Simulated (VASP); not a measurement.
Write the native input for VASP 6.6.1 that does the following.

| Property | Result |
| --- | --- |
| Task | single point |
| Functional | r2SCAN |
| Potentials or basis | VASP PAW PBE potentials, release 64 (Ga_d) |
| Cutoff | 520 eV |
| k mesh | 8 × 8 × 7 |
| Occupations | methfessel-paxton, width 0.1 eV |
| Spin | no spin polarisation |
| Dipole correction | no |
| Further INCAR settings | ALGO = Normal; EDIFF = 1e-07; NBANDS = 34 |

Ga:

```
CELL_PARAMETERS angstrom
2.23185 -3.79323 0.00000
2.23185 3.79323 0.00000
0.00000 0.00000 4.53464
ATOMIC_POSITIONS crystal
Ga 0.84423 0.15577 0.08558
Ga 0.65577 0.34423 0.58558
Ga 0.15577 0.84423 0.91442
Ga 0.34423 0.65577 0.41442
```

These files were run (other wordings do the same):

POSCAR

```
Ga
1.0
    2.2318501700     -3.7932285796      0.0000000000
    2.2318501700      3.7932285796      0.0000000000
    0.0000000000      0.0000000000      4.5346411306
Ga
4
Direct
    0.8442341977      0.1557658023      0.0855794111
    0.6557658023      0.3442341977      0.5855794111
    0.1557658023      0.8442341977      0.9144205889
    0.3442341977      0.6557658023      0.4144205889
```

INCAR.step1

```
PREC = Accurate
ENCUT = 520
ISMEAR = 1
SIGMA = 0.1
LREAL = F
LASPH = T
NELM = 80
NBANDS = 34
GGA = PE
ALGO = Normal
EDIFF = 1E-4
LWAVE = T
LCHARG = F
```

INCAR.step2

```
PREC = Accurate
ENCUT = 520
EDIFF = 1E-7
ISMEAR = 1
SIGMA = 0.1
LREAL = F
LASPH = T
NELM = 80
ALGO = Normal
ISIF = 2
LWAVE = F
LCHARG = F
METAGGA = R2SCAN
LMIXTAU = T
NBANDS = 34
ISTART = 1
```

KPOINTS

```
Automatic mesh
0
Gamma
  8 8 7
```

Potentials or basis: VASP PAW PBE potentials, release 64 (Ga_d).

Command:

```bash
$ cat potpaw_PBE.64/Ga_d/POTCAR > POTCAR
$ cp INCAR.step1 INCAR
$ mpirun -np 1 vasp_std > vasp.out
$ cp INCAR.step2 INCAR
$ mpirun -np 1 vasp_std > vasp.out
```

Results of the run:

- Pressure: 0.1 GPa
- Largest force: 0.012 eV/Å
- Band gap on the k mesh: zero (bands 26 and 27 overlap by 1.05 eV)

Caveat: the PAW data sets were made with another functional, which shifts forces and pressure a little.

Run time: 25 min on 1 thread of Oxide Virtual Turin-like Processor, on a shared host, peak memory 0.28 GiB.
